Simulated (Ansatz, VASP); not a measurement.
**LiF in VASP and in Ansatz**

File POSCAR:

```
LiF
1.0
    0.0049206836      1.9997924242      1.9997924242
    1.9997924242      0.0049206836      1.9997924242
    1.9997924242      1.9997924242      0.0049206836
Li F
1 1
Direct
    0.0000000000      0.0000000000      0.0000000000
    0.5000000000      0.5000000000      0.5000000000
```

File INCAR.step1:

```
ALGO = Normal
EDIFF = 1E-4
ENCUT = 520
GGA = PE
ISMEAR = 0
LASPH = True
LCHARG = False
LREAL = False
LWAVE = True
NBANDS = 12
NELM = 100
PREC = Accurate
SIGMA = 0.01
```

File INCAR.step2:

```
ALGO = Normal
EDIFF = 1E-6
ENCUT = 520
ISIF = 2
ISMEAR = 0
ISTART = 1
LASPH = True
LCHARG = False
LMIXTAU = True
LREAL = False
LWAVE = False
METAGGA = R2SCAN
NBANDS = 12
NELM = 100
PREC = Accurate
SIGMA = 0.01
```

File KPOINTS:

```
k-points
0
Gamma
  10 10 10
```

Input for Ansatz:

```yaml
crystal:
  lattice:
    - [0.0049206836, 1.9997924242, 1.9997924242]
    - [1.9997924242, 0.0049206836, 1.9997924242]
    - [1.9997924242, 1.9997924242, 0.0049206836]
  atoms:
    - { symbol: Li, position: [0.0, 0.0, 0.0] }
    - { symbol: F, position: [0.5, 0.5, 0.5] }
kpoints:
  mp_grid: { grid: [10, 10, 10] }
  band_path:
    path:
      - [0.0, 0.0, 0.0]
      - [0.5, 0.0, 0.5]
      - [0.625, 0.25, 0.625]
      - [0.375, 0.375, 0.75]
      - [0.5, 0.5, 0.5]
      - [0.5, 0.25, 0.75]
      - [0.0375, 0.0375, 0.075]
    npoints: 1
hamiltonian:
  xc: r2scan
scf:
  occupations: { method: fixed }
  n_extra_bands: 4
output:
  forces: true
  stress: true
  eigenvalues: true
```

Change from the starting cell: shear_111 strain +0.4%.

Alike in both runs: task single point; functional r2SCAN; k mesh 10 × 10 × 10; no spin polarisation.

```csv
,VASP,Ansatz
version,VASP 6.6.1,Ansatz 0.2.0
potentials or method,"VASP PAW PBE potentials, release 64 (Li_sv, F)","plane waves, PAW"
plane-wave cutoff (eV),520,500
occupations,"gaussian, width 0.01 eV",fixed
valence electrons in the cell,10,10
```

```tsv
	VASP	Ansatz	Ansatz less VASP
gap on the k mesh at the Fermi level (eV)	10.51	10.29	-0.223
```

VASP's potentials were made for PBE, not for r2SCAN.

Noted on VASP's run: the cutoff is under 1.25 times that of the potentials, so the pressure is a little rough.
